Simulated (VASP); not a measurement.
# NaHgH2: single point with PBE

The system is NaHgH2.

```
Na Hg H
1.0
     3.73830    0.00000    0.00000
     0.00000    3.73830    0.00000
     0.00000    0.00000    4.21543
Na Hg H
1 1 2
Cartesian
  0.0000 0.0000 0.0000
  1.8691 1.8691 2.1077
  0.0000 0.0000 2.1077
  1.8691 1.8691 0.0000
```

```yaml
Program: VASP 6.6.1
Task: single point
Functional: PBE
Potentials_or_basis: VASP PAW PBE potentials, release 64 (Na_pv, Hg, H)
Cutoff: 520 eV
k_mesh: 14 × 14 × 10
Occupations: gaussian, width 0.1 eV
Spin: no spin polarisation
Dipole_correction: no
Further_INCAR_settings: ALGO = Normal; EDIFF = 1e-06; NBANDS = 18
```

```
Pressure : 0.0 GPa
```

Stress tensor (GPa, compression positive):
```
0.00 0.00 0.00
0.00 0.00 0.00
0.00 0.00 0.13
```

Levels at points of the mesh, in eV from the Fermi level:
| k point | band 8 | band 9 | band 10 | band 11 | band 12 | band 13 |
| --- | --- | --- | --- | --- | --- | --- |
| (0.00, 0.00, 0.00) | -6.77 | -6.59 | -0.65 | 2.48 | 3.67 | 4.66 |
| (0.50, 0.00, 0.00) | -6.75 | -5.18 | -4.33 | 2.63 | 3.10 | 4.14 |
| (0.50, 0.50, 0.00) | -6.42 | -4.10 | -1.66 | -0.02 | -0.02 | 3.74 |
| (0.00, 0.00, 0.50) | -6.59 | -6.04 | -5.41 | 1.59 | 4.50 | 5.94 |
| (0.50, 0.00, 0.50) | -6.70 | -4.59 | -3.70 | -3.55 | 2.48 | 5.82 |
| (0.50, 0.50, 0.50) | -6.41 | -4.08 | -1.84 | -1.31 | 1.27 | 1.27 |

Run time: 68 s on 1 thread of Intel(R) Xeon(R) 6975P-C (Granite Rapids), with other jobs on the host, peak memory 0.34 GiB.

Caveat: spin-orbit coupling is left out, which moves the levels of the heavy elements.
